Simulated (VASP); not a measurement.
Set up this calculation in VASP 6.6.1, as the native input.

| Property | Result |
| --- | --- |
| Task | single point |
| Functional | PBE |
| Potentials or basis | VASP PAW PBE potentials, release 64 (Na_pv, F) |
| Cutoff | 520 eV |
| k mesh | 8 × 8 × 8 |
| Occupations | gaussian, width 0.01 eV |
| Spin | no spin polarisation |
| Dipole correction | no |
| Further INCAR settings | ALGO = Normal; EDIFF = 1e-07; NBANDS = 14 |

The structure of NaF lies in POSCAR:

```
NaF
1.0
    0.0000000000      2.5770889018      2.5770889018
    2.5770889018      0.0000000000      2.5770889018
    2.5770889018      2.5770889018      0.0000000000
Na F
1 1
Direct
    0.0000000000      0.0000000000      0.0000000000
    0.2500000000      0.2500000000      0.2500000000
```

The input as run:

INCAR

```
SYSTEM = NaF
PREC     = Accurate       ! precision mode
ENCUT    = 520            ! plane-wave cutoff, eV
EDIFF    = 1E-7           ! SCF threshold, eV
ISMEAR   = 0              ! smearing method
SIGMA    = 0.01           ! smearing width, eV
LREAL    = .FALSE.        ! projectors in reciprocal space
LASPH    = .TRUE.         ! aspherical terms in the spheres
NELM     = 80             ! most SCF steps
ALGO     = Normal         ! electronic algorithm
ISIF     = 2              ! what is computed and relaxed
LWAVE    = .FALSE.        ! write WAVECAR
LCHARG   = .TRUE.         ! write CHGCAR
GGA      = PE             ! functional
LELF     = .TRUE.         ! ELF
LVHAR    = .TRUE.       
NBANDS   = 14             ! bands
```

KPOINTS

```
regular mesh
0
G
  8 8 8
  0 0 0
```

Potentials or basis: VASP PAW PBE potentials, release 64 (Na_pv, F).

The run is started by

```sh
$ cat potpaw_PBE.64/Na_pv/POTCAR potpaw_PBE.64/F/POTCAR > POTCAR
$ mpirun -np 1 vasp_std > vasp.out
```

It gave:

| Quantity | Value |
| --- | --- |
| Pressure | 0.0 GPa |
| Band gap on the k mesh | 5.44 eV, direct |

It took 41 s on 1 thread of AMD EPYC 7R13 (shared host), peak memory 0.12 GiB.
